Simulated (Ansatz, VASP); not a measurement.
# One calculation of PtS2, two programs

File POSCAR:

```
PtS2
1.0
    3.6990104135      0.0000000000      0.0000000000
   -1.8495052068      3.2034369869      0.0000000000
    0.0000000000      0.0000000000      5.3337667400
Pt S
1 2
Direct
    0.0000000000      0.0000000000      0.0000000000
    0.3333333333      0.6666666667      0.2173954514
    0.6666666667      0.3333333333      0.7826045486
```

File INCAR.step1:

```
  PREC = Accurate
  ENCUT = 520
  ISMEAR = 0
  SIGMA = 0.01
  LREAL = False
  LASPH = True
  NELM = 60
  NBANDS = 18
  GGA = PE
  ALGO = Normal
  EDIFF = 1E-4
  LWAVE = True
  LCHARG = False
```

Contents of INCAR.step2:

```
  PREC = Accurate
  ENCUT = 520
  EDIFF = 1E-6
  ISMEAR = 0
  SIGMA = 0.01
  LREAL = False
  LASPH = True
  NELM = 60
  ALGO = Normal
  ISIF = 2
  LWAVE = False
  LCHARG = True
  METAGGA = R2SCAN
  LMIXTAU = True
  LELF = True
  LVHAR = True
  NBANDS = 18
  ISTART = 1
```

Contents of KPOINTS:

```
Automatic mesh
0
Gamma
  12 12 6
```

Input for Ansatz:

```yaml
crystal:
  lattice:
    - [3.6990104135, 0.0, 0.0]
    - [-1.8495052068, 3.2034369869, 0.0]
    - [0.0, 0.0, 5.33376674]
  atoms:
    - { symbol: Pt, position: [0.0, 0.0, 0.0] }
    - { symbol: S, position: [0.3333333333, 0.6666666667, 0.2173954514] }
    - { symbol: S, position: [0.6666666667, 0.3333333333, 0.7826045486] }
kpoints:
  mp_grid: { grid: [12, 12, 6] }
  band_path:
    path:
      - [0.0, 0.0, 0.0]
      - [0.5, 0.0, 0.0]
      - [0.3333333333, 0.3333333333, 0.0]
      - [0.0, 0.0, 0.5]
      - [0.5, 0.0, 0.5]
      - [0.3333333333, 0.3333333333, 0.5]
      - [0.0, 0.1666666667, 0.1666666667]
      - [0.0, 0.25, 0.3333333333]
    npoints: 1
hamiltonian:
  xc: r2scan
scf:
  occupations: { method: fixed }
  n_extra_bands: 4
output:
  forces: true
  stress: true
  eigenvalues: true
```

Change from the starting cell: hydrostatic strain +4.1%.

Alike in both runs: task single point; functional r2SCAN; k mesh 12 × 12 × 6; no spin polarisation.

```csv
,VASP,Ansatz
version,VASP 6.6.1,Ansatz 0.2.0
potentials or method,"VASP PAW PBE potentials, release 64 (Pt, S)","plane waves, PAW"
plane-wave cutoff (eV),520,500
occupations,"gaussian, width 0.01 eV",fixed
valence electrons in the cell,22,30
```

|  | VASP | Ansatz | Ansatz less VASP |
| --- | --- | --- | --- |
| gap on the k mesh at the Fermi level (eV) | 0.95 | 0.96 | +0.010 |
| pressure (GPa) | -6.1 | -6.0 | +0.10 |
| traceless stress, the component that is largest in VASP (GPa) | 5.34 | 5.34 | +0.002 |
| rms of the force components (eV/Å) | 0.021 | 0.018 | -0.0036 |

VASP's potentials were made for PBE, not for r2SCAN. Atom by atom the forces differ by 0.004 eV/Å (rms over components). VASP's potentials hold 22 valence electrons a cell and Ansatz's 30, so a difference there can come from the potentials and not from the codes.

Spin-orbit coupling is off throughout.
